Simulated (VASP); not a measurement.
# BaTiO3 (P4/mmm) in VASP: further runs, part 2 of 2

VASP 6.6.1. The steps go on from the part before.

### 3 Electric field gradients, PBEsol (zz strain of +3 %)

INCAR

```
SYSTEM = BaTiO3
  ALGO = Normal
  EDIFF = 1E-8
  ENCUT = 520
  GGA = PS
  ISIF = 2
  ISMEAR = -1
  LASPH = .True.
  LCHARG = .False.
  LEFG = .True.
  LREAL = .False.
  LWAVE = .False.
  NBANDS = 28
  NELM = 60
  PREC = Accurate
  SIGMA = 0.03
```

KPOINTS

```
k-points
0
Gamma
  7 7 7
  0 0 0
```

POSCAR

```
BaTiO3
1.0
    3.9998000000      0.0000000000      0.0000000000
    0.0000000000      3.9998000000      0.0000000000
    0.0000000000      0.0000000000      4.1385400000
Ba Ti O
1 1 3
Direct
    0.0000000000      0.0000000000      0.0000000000
    0.5000000000      0.5000000000      0.5000000000
    0.5000000000      0.5000000000      0.0000000000
    0.5000000000      0.0000000000      0.5000000000
    0.0000000000      0.5000000000      0.5000000000
```

Potentials or basis: VASP PAW PBE potentials, release 64 (Ba_sv, Ti_sv, O).

The run is started by

```sh
> cat potpaw_PBE.64/Ba_sv/POTCAR potpaw_PBE.64/Ti_sv/POTCAR potpaw_PBE.64/O/POTCAR > POTCAR
> mpirun -np 1 vasp_std > vasp.out
```

OUTCAR:

```text
SYSTEM = BaTiO3
   EDIFF = 1E-8
   ENCUT = 520
   GGA = PS
   ISIF = 2
   ISMEAR = -1
   LASPH = .True.
   LREAL = .False.
   NELM = 60
   PREC = Accurate

 ion  position               nearest neighbor table
   1  0.000  0.000  0.000-   3 2.83   3 2.83   3 2.83   3 2.83   5 2.88   4 2.88   5 2.88   5 2.88
                             5 2.88   4 2.88   4 2.88   4 2.88   2 3.50   2 3.50   2 3.50   2 3.50
   2  0.500  0.500  0.500-   4 2.00   5 2.00   4 2.00   5 2.00   3 2.07   3 2.07   1 3.50   1 3.50
                             1 3.50   1 3.50   1 3.50   1 3.50   1 3.50   1 3.50
   3  0.500  0.500  0.000-   2 2.07   2 2.07   1 2.83   1 2.83   1 2.83   1 2.83
   4  0.500  0.000  0.500-   2 2.00   2 2.00   1 2.88   1 2.88   1 2.88   1 2.88
   5  0.000  0.500  0.500-   2 2.00   2 2.00   1 2.88   1 2.88   1 2.88   1 2.88

  LATTYP: Found a simple tetragonal cell.
 ALAT       =     3.9998000000
 C/A-ratio  =     1.0346867343

  Lattice vectors:

 A1 = (   3.9998000000,   0.0000000000,   0.0000000000)
 A2 = (   0.0000000000,   3.9998000000,   0.0000000000)
 A3 = (   0.0000000000,   0.0000000000,   4.1385400000)

Analysis of symmetry for initial positions (statically):
=====================================================================
 Subroutine PRICEL returns:
 Original cell was already a primitive cell.

 Routine SETGRP: Setting up the symmetry group for a
 simple tetragonal supercell.

 Subroutine GETGRP returns: Found 16 space group operations
 (whereof 16 operations were pure point group operations)
 out of a pool of 16 trial point group operations.

The static configuration has the point symmetry D_4h.

Analysis of symmetry for dynamics (positions and initial velocities):
=====================================================================
 Subroutine PRICEL returns:
 Original cell was already a primitive cell.

 Routine SETGRP: Setting up the symmetry group for a
 simple tetragonal supercell.

 Subroutine GETGRP returns: Found 16 space group operations
 (whereof 16 operations were pure point group operations)
 out of a pool of 16 trial point group operations.

The dynamic configuration has the point symmetry D_4h.

 Subroutine INISYM returns: Found 16 space group operations
 (whereof 16 operations are pure point group operations),
 and found     1 'primitive' translations

----------------------------------------------------------------------------------------

                                     Primitive cell

  volume of cell :      66.2100

  direct lattice vectors                    reciprocal lattice vectors
     3.999800000  0.000000000  0.000000000     0.250012501  0.000000000  0.000000000
     0.000000000  3.999800000  0.000000000     0.000000000  0.250012501  0.000000000
     0.000000000  0.000000000  4.138540000     0.000000000  0.000000000  0.241631107

  length of vectors
     3.999800000  3.999800000  4.138540000     0.250012501  0.250012501  0.241631107

  position of ions in fractional coordinates (direct lattice)
     0.000000000  0.000000000  0.000000000
     0.500000000  0.500000000  0.500000000
     0.500000000  0.500000000  0.000000000
[... 102 lines left out ...]
     AMIX_MAG =   1.60;   BMIX_MAG =  1.00
  volume/ion in A,a.u.               =      13.24        89.36
  Fermi-wavevector in a.u.,A,eV,Ry     =   1.383950  2.615285 26.059461  1.915316
  Thomas-Fermi vector in A             =   2.508500
   LORBIT       =      0    0 simple, 1 ext, 2 COOP (PROOUT), +10 PAW based schemes
   GGA     = PS    functional components
   LHFCALC =     F    Hartree Fock is set to
   AEXX    =    0.0000 exact exchange contribution
   IVDW    =     0    specifies the selected vdW correction
   LEPSILON=     F    determine dielectric tensor
   LRPA    =     F    only Hartree local field effects (RPA)
 non-spin polarized calculation
  energy-cutoff  :      520.00
  volume of cell :       66.21
 maximum number of plane-waves:      1811
 NGX is ok and might be reduce to    30
   NGX = 15   NGY = 15   NGZ = 15

 number of electron      39.9999988 magnetization

 Free energy of the ion-electron system (eV)
  ---------------------------------------------------
  ext. energy  EPLUGINS =         0.00000000
  ---------------------------------------------------
  free energy    TOTEN  =       -41.88861283 eV

  energy without entropy =      -41.88861283  energy(sigma->0) =      -41.88861283

 E-fermi :   4.1265     XC(G=0): -11.3486

 val. band max:        3.4005097265   @ k =   0.4286   0.4286   0.4286
 cond. band min:       5.0673052209   @ k =   0.0000   0.0000   0.0000
 fundamental gap:      1.6667954944
 Fermi energy:         4.1264672477

 k-point     1 :       0.0000    0.0000    0.0000
  band No.  band energies     occupation
      1     -53.0539      2.00000
      2     -29.3639      2.00000
      3     -29.3639      2.00000
      4     -29.3563      2.00000
      5     -21.3881      2.00000
      6     -13.3238      2.00000
[... 733 lines left out ...]
     27      11.5854      0.00000
     28      12.0943      0.00000

 [... further k-points ...]

------------------------ aborting loop because EDIFF is reached ----------------------------------------

  FORCE on cell =-STRESS in cart. coord.  units (eV):
  Direction    XX          YY          ZZ          XY          YZ          ZX
  --------------------------------------------------------------------------------------
  -------------------------------------------------------------------------------------
  Total       -2.2065589     -2.2065589     -4.4056248      0.0000000      0.0000000      0.0000000
  in kB      -53.3952227    -53.3952227   -106.6091259      0.0000000      0.0000000      0.0000000
  external PRESSURE =     -71.1331905 kB  Pullay stress =       0.0000000 kB

 VOLUME and BASIS-vectors are now :
 -----------------------------------------------------------------------------
  energy-cutoff  :      520.00
  volume of cell :       66.21
      direct lattice vectors                 reciprocal lattice vectors
     3.999800000  0.000000000  0.000000000     0.250012501  0.000000000  0.000000000
     0.000000000  3.999800000  0.000000000     0.000000000  0.250012501  0.000000000
     0.000000000  0.000000000  4.138540000     0.000000000  0.000000000  0.241631107

 POSITION                                       TOTAL-FORCE (eV/Angst)
 -----------------------------------------------------------------------------------
      0.00000      0.00000      0.00000         0.000000      0.000000      0.000000
      1.99990      1.99990      2.06927         0.000000      0.000000      0.000000
      1.99990      1.99990      0.00000         0.000000      0.000000      0.000000
      1.99990      0.00000      2.06927         0.000000      0.000000      0.000000
      0.00000      1.99990      2.06927         0.000000      0.000000      0.000000
 -----------------------------------------------------------------------------------
    total drift:                                0.000000      0.000000     -0.000000

  FREE ENERGIE OF THE ION-ELECTRON SYSTEM (eV)
  ---------------------------------------------------
  free  energy   TOTEN  =       -41.8886128324 eV

  energy  without entropy=      -41.8886128324  energy(sigma->0) =      -41.88861283

 Electric field gradients (V/A^2)
---------------------------------------------------------------------
 ion       V_xx      V_yy      V_zz      V_xy      V_xz      V_yz
---------------------------------------------------------------------
   1      -3.750    -3.750     7.500    -0.000    -0.000    -0.000
   2     -13.844   -13.844    27.688     0.000     0.000     0.000
   3     -17.924   -17.924    35.848    -0.000    -0.000    -0.000
   4     -15.910    20.298    -4.388     0.000    -0.000     0.000
   5      20.298   -15.910    -4.388     0.000    -0.000    -0.000
---------------------------------------------------------------------

 Electric field gradients after diagonalization (V/A^2)
 (convention: |V_zz| > |V_xx| > |V_yy|)
----------------------------------------------------------------------
 ion       V_xx      V_yy      V_zz     asymmetry (V_yy - V_xx)/ V_zz
----------------------------------------------------------------------
   1      -3.750    -3.750     7.500       0.000
   2     -13.844   -13.844    27.688       0.000
   3     -17.924   -17.924    35.848       0.000
   4     -15.910    -4.388    20.298       0.568
   5     -15.910    -4.388    20.298       0.568
----------------------------------------------------------------------

           NMR quadrupolar parameters

 Cq : quadrupolar parameter    Cq=e*Q*V_zz/h
 eta: asymmetry parameters     (V_yy - V_xx)/ V_zz
 Q  : nuclear electric quadrupole moment in mb (millibarn)
----------------------------------------------------------------------
 ion       Cq(MHz)       eta       Q (mb)
----------------------------------------------------------------------
   1       0.018       0.000       1.000
   2       0.067       0.000       1.000
   3       0.087       0.000       1.000
   4       0.049       0.568       1.000
   5       0.049       0.568       1.000
----------------------------------------------------------------------
```

stdout:

```text
POSCAR found type information on POSCAR BaTiO
 POSCAR found :  3 types and       5 ions
 scaLAPACK will be used
 -----------------------------------------------------------------------------
|                                                                             |
|                                                                             |
|     You enforced a specific xc type in the INCAR file but a different       |
|     I HOPE YOU KNOW WHAT YOU ARE DOING!                                     |
|                                                                             |
 -----------------------------------------------------------------------------

 LDA part: xc-table for (Slater+PW92), standard interpolation
 POSCAR, INCAR and KPOINTS ok, starting setup
 FFT: planning ... GRIDC
 FFT: planning ... GRID_SOFT
 FFT: planning ... GRID
 WAVECAR not read
 entering main loop
ion   1

ion   2

ion   3

ion   4

ion   5
```

It took 1.7 min on 1 thread of Intel Xeon Platinum 8259CL at 2.50GHz (Skylake/Cascade Lake), shared host; peak memory 0.22 GiB.

What came out:

```
Free energy                             : -41.8886 eV
Pressure                                : -7.1 GPa
Band gap on the k mesh                  : 1.67 eV (least direct gap 1.78 eV)
Largest electric field gradient by atom : Ba +7.5; Ti +27.7; O +35.8, +20.3 (each value once) V/Å²
```

Electric field gradients, principal values (V/Å²):
```csv
atom,least,middle,greatest (by size)
1 Ba,-3.750,-3.750,7.500
2 Ti,-13.844,-13.844,27.688
3 O,-17.924,-17.924,35.848
4 O,-4.388,-15.910,20.298
5 O,-4.388,-15.910,20.298
```

Caveat: the cell differs from its parent crystal (zz strain of +3 %); the cell stands under tension; without QUAD_EFG the Cq values of the log hold for a quadrupole moment of 1 mb, not for the nuclei; the PAW data sets were made with another functional, which shifts forces and pressure a little; spin-orbit coupling is left out, which moves the levels of the heavy elements; an odd mesh through Γ misses points on the zone boundary, where band edges can lie.

### 4 Electric field gradients, PBEsol (equal xx and yy strain of +2 %)

INCAR

```
SYSTEM = BaTiO3
ALGO = Normal
EDIFF = 1E-8
ENCUT = 520
GGA = PS
ISIF = 2
ISMEAR = -1
LASPH = .True.
LCHARG = .False.
LEFG = .True.
LREAL = .False.
LWAVE = .False.
NBANDS = 28
NELM = 60
PREC = Accurate
SIGMA = 0.03
```

KPOINTS is that of step 3.

POSCAR: that of step 3 with these lines changed.

```diff
@@ -2,5 +2,5 @@
 1.0
-    3.9998000000      0.0000000000      0.0000000000
-    0.0000000000      3.9998000000      0.0000000000
-    0.0000000000      0.0000000000      4.1385400000
+    4.0797960000      0.0000000000      0.0000000000
+    0.0000000000      4.0797960000      0.0000000000
+    0.0000000000      0.0000000000      4.0180000000
 Ba Ti O
```

Potentials or basis: VASP PAW PBE potentials, release 64 (Ba_sv, Ti_sv, O).

The run is started by

```sh
> cat potpaw_PBE.64/Ba_sv/POTCAR potpaw_PBE.64/Ti_sv/POTCAR potpaw_PBE.64/O/POTCAR > POTCAR
> mpirun -np 1 vasp_std > vasp.out
```

OUTCAR:

```text
SYSTEM = BaTiO3
   EDIFF = 1E-8
   ENCUT = 520
   GGA = PS
   ISIF = 2
   ISMEAR = -1
   LASPH = .True.
   LREAL = .False.
   NELM = 60
   PREC = Accurate

 ion  position               nearest neighbor table
   1  0.000  0.000  0.000-   4 2.86   5 2.86   4 2.86   5 2.86   5 2.86   5 2.86   4 2.86   4 2.86
                             3 2.88   3 2.88   3 2.88   3 2.88   2 3.52   2 3.52   2 3.52   2 3.52
   2  0.500  0.500  0.500-   3 2.01   3 2.01   5 2.04   4 2.04   4 2.04   5 2.04   1 3.52   1 3.52
                             1 3.52   1 3.52   1 3.52   1 3.52   1 3.52   1 3.52
   3  0.500  0.500  0.000-   2 2.01   2 2.01   1 2.88   1 2.88   1 2.88   1 2.88
   4  0.500  0.000  0.500-   2 2.04   2 2.04   1 2.86   1 2.86   1 2.86   1 2.86
   5  0.000  0.500  0.500-   2 2.04   2 2.04   1 2.86   1 2.86   1 2.86   1 2.86

  LATTYP: Found a simple tetragonal cell.
 ALAT       =     4.0797960000
 C/A-ratio  =     0.9848531642

  Lattice vectors:

 A1 = (   4.0797960000,   0.0000000000,   0.0000000000)
 A2 = (   0.0000000000,   4.0797960000,   0.0000000000)
 A3 = (   0.0000000000,   0.0000000000,   4.0180000000)
[... 957 lines left out ...]
      2.03990      0.00000      2.00900         0.000000      0.000000      0.000000
      0.00000      2.03990      2.00900         0.000000      0.000000      0.000000
 -----------------------------------------------------------------------------------
    total drift:                                0.000000      0.000000     -0.000000

  FREE ENERGIE OF THE ION-ELECTRON SYSTEM (eV)
  ---------------------------------------------------
  free  energy   TOTEN  =       -41.8758057396 eV

  energy  without entropy=      -41.8758057396  energy(sigma->0) =      -41.87580574

 Electric field gradients (V/A^2)
---------------------------------------------------------------------
 ion       V_xx      V_yy      V_zz      V_xy      V_xz      V_yz
---------------------------------------------------------------------
   1       0.879     0.879    -1.759    -0.000     0.000    -0.000
   2       6.331     6.331   -12.661     0.000     0.000    -0.000
   3     -10.906   -10.906    21.811    -0.000     0.000    -0.000
   4     -11.902    28.756   -16.853    -0.000     0.000    -0.000
   5      28.756   -11.902   -16.853     0.000     0.000     0.000
---------------------------------------------------------------------

 Electric field gradients after diagonalization (V/A^2)
 (convention: |V_zz| > |V_xx| > |V_yy|)
----------------------------------------------------------------------
 ion       V_xx      V_yy      V_zz     asymmetry (V_yy - V_xx)/ V_zz
----------------------------------------------------------------------
   1       0.879     0.879    -1.759       0.000
   2       6.331     6.331   -12.661       0.000
   3     -10.906   -10.906    21.811       0.000
   4     -16.853   -11.902    28.756       0.172
   5     -16.853   -11.902    28.756       0.172
----------------------------------------------------------------------

           NMR quadrupolar parameters

 Cq : quadrupolar parameter    Cq=e*Q*V_zz/h
 eta: asymmetry parameters     (V_yy - V_xx)/ V_zz
 Q  : nuclear electric quadrupole moment in mb (millibarn)
----------------------------------------------------------------------
 ion       Cq(MHz)       eta       Q (mb)
----------------------------------------------------------------------
   1      -0.004       0.000       1.000
   2      -0.031       0.000       1.000
   3       0.053       0.000       1.000
   4       0.070       0.172       1.000
   5       0.070       0.172       1.000
----------------------------------------------------------------------
```

OSZICAR:

```text
N       E                     dE             d eps       ncg     rms          rms(c)
DAV:   1     0.426080688969E+03    0.42608E+03   -0.20900E+04  2240   0.153E+03
DAV:   2    -0.828674628284E+01   -0.43437E+03   -0.41384E+03  2576   0.422E+02
DAV:   3    -0.503943027572E+02   -0.42108E+02   -0.41776E+02  3144   0.130E+02
DAV:   4    -0.523406077733E+02   -0.19463E+01   -0.19416E+01  3308   0.237E+01
DAV:   5    -0.524116933213E+02   -0.71086E-01   -0.71076E-01  3004   0.331E+00    0.216E+01
DAV:   6    -0.422565591743E+02    0.10155E+02   -0.55310E+01  3304   0.628E+01    0.987E+00
DAV:   7    -0.420918135191E+02    0.16475E+00   -0.98966E+00  3036   0.222E+01    0.627E+00
DAV:   8    -0.418779493715E+02    0.21386E+00   -0.78051E-01  2676   0.770E+00    0.295E+00
DAV:   9    -0.419094046279E+02   -0.31455E-01   -0.31299E-01  3260   0.429E+00    0.164E+00
DAV:  10    -0.418797781352E+02    0.29626E-01   -0.18748E-01  2540   0.439E+00    0.536E-01
DAV:  11    -0.418758181830E+02    0.39600E-02   -0.17353E-02  3080   0.932E-01    0.119E-01
DAV:  12    -0.418760773476E+02   -0.25916E-03   -0.16097E-03  2952   0.343E-01    0.138E-01
DAV:  13    -0.418758057374E+02    0.27161E-03   -0.82253E-04  2700   0.286E-01    0.210E-02
DAV:  14    -0.418758060074E+02   -0.27001E-06   -0.32763E-05  2936   0.347E-02    0.676E-03
DAV:  15    -0.418758065049E+02   -0.49755E-06   -0.55024E-06  3036   0.175E-02    0.755E-03
DAV:  16    -0.418758056833E+02    0.82159E-06   -0.18095E-06  2812   0.133E-02    0.138E-03
DAV:  17    -0.418758057319E+02   -0.48599E-07   -0.28678E-07  3572   0.412E-03    0.960E-04
DAV:  18    -0.418758057396E+02   -0.77112E-08   -0.40728E-08  2140   0.193E-03
   1 F= -.41875806E+02 E0= -.41875806E+02  d E =-.654868E-12
```

It took 1.7 min on 1 thread of Intel Xeon Platinum 8259CL at 2.50GHz (Skylake/Cascade Lake), shared host; peak memory 0.22 GiB.

What came out:

| Property | Result |
| --- | --- |
| Free energy | -41.8758 eV |
| Pressure | -8.7 GPa |
| Band gap on the k mesh | 1.66 eV (least direct gap 1.77 eV) |
| Largest electric field gradient by atom | Ba -1.8; Ti -12.7; O +21.8, +28.8 (each value once) V/Å² |

Levels at points of the mesh, in eV from the valence-band top:
| k point | band 18 | band 19 | band 20 | band 21 | band 22 | band 23 |
| --- | --- | --- | --- | --- | --- | --- |
| (0.00, 0.00, 0.00) | -0.13 | -0.13 | -0.11 | 1.66 | 1.68 | 1.68 |

Electric field gradients, principal values (V/Å²):
```tsv
atom	least	middle	greatest (by size)
1 Ba	0.879	0.879	-1.759
2 Ti	6.331	6.331	-12.661
3 O	-10.906	-10.906	21.811
4 O	-11.902	-16.853	28.756
5 O	-11.902	-16.853	28.756
```

Caveat: the cell differs from its parent crystal (equal xx and yy strain of +2 %); the cell stands under tension; without QUAD_EFG the Cq values of the log hold for a quadrupole moment of 1 mb, not for the nuclei; the PAW data sets were made with another functional, which shifts forces and pressure a little; spin-orbit coupling is left out, which moves the levels of the heavy elements; an odd mesh through Γ misses points on the zone boundary, where band edges can lie.

### 5 Overview

```tsv
potentials or basis	cell	cutoff (eV)	gap on the mesh (eV)	pressure (GPa)
VASP PAW PBE potentials, release 64 (Ba_sv, Ti_sv, O_h)	a = 4.040, b = 4.040, c = 4.018 Å, 5 atoms	910	1.71	-6.3
VASP PAW PBE potentials, release 64 (Ba_sv, Ti_sv, O)	a = 4.000, b = 4.000, c = 4.139 Å, 5 atoms	520	1.67	-7.1
VASP PAW PBE potentials, release 64 (Ba_sv, Ti_sv, O)	a = 4.080, b = 4.080, c = 4.018 Å, 5 atoms	520	1.66	-8.7
```

Alike in all rows: task electric field gradients; level PBEsol; no spin polarisation; k mesh 7 × 7 × 7; smearing fermi-dirac 0.03 eV.

Caveats: the cell stands under tension; the PAW data sets were made with another functional, which shifts forces and pressure a little; spin-orbit coupling is left out, which moves the levels of the heavy elements; an odd mesh through Γ misses points on the zone boundary, where band edges can lie; the cutoff is under 1.25 times the usual one of these potentials, so pressure, stress and relaxed cells hold a basis-set (Pulay) error (at least some runs).

Total energies depend on the potentials used, so only differences within one code and one set of settings carry meaning.
